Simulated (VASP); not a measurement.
Ba4Er, 5 atoms in the cell. It takes space group I4/mmm (No. 139, tetragonal). The conventional cell has a = 9.169 Å, b = 9.169 Å, c = 5.976 Å, α = 90.00°, β = 90.00°, γ = 90.00°. Ba (site symmetry m2m) has 7 Ba at 3.75 to 4.05 Å and 4 Er at 3.99 to 4.98 Å within 5.0 Å. Within 5.2 Å of Er (site symmetry 4/mmm) lie 16 Ba at 3.99 to 4.98 Å. The cell was built from a structure type or drawn by symmetry, and may not be a known phase.

| Property | Result |
| --- | --- |
| Program | VASP 6.6.1 |
| Task | single point |
| Functional | PBE |
| Potentials or basis | VASP PAW PBE potentials, release 64 (Ba_sv, Er_3), 4f in core |
| Cutoff | 500 eV |
| k mesh | 3 × 3 × 3 |
| Occupations | gaussian, width 0.2 eV |
| Spin | no spin polarisation |
| Dipole correction | no |
| Mended | yes |
| Further INCAR settings | ALGO = Normal; EDIFF = 1e-06; NBANDS = 32 |

Potentials or basis: VASP PAW PBE potentials, release 64 (Ba_sv, Er_3), 4f in core.

Command:

```bash
$ cat potpaw_PBE.64/Ba_sv/POTCAR potpaw_PBE.64/Er_3/POTCAR > POTCAR
$ mpirun -np 1 vasp_std > vasp.out
```

Hardware: 1 thread of AMD EPYC 9R45 96-Core Processor (Zen 5) (shared host).

Question: How long does it take, and how much memory?

Answer: Run time: 41 s on 1 thread of AMD EPYC 9R45 96-Core Processor (Zen 5), with other jobs on the host, peak memory 0.36 GiB. Counts: scf iterations 13, k points 6.
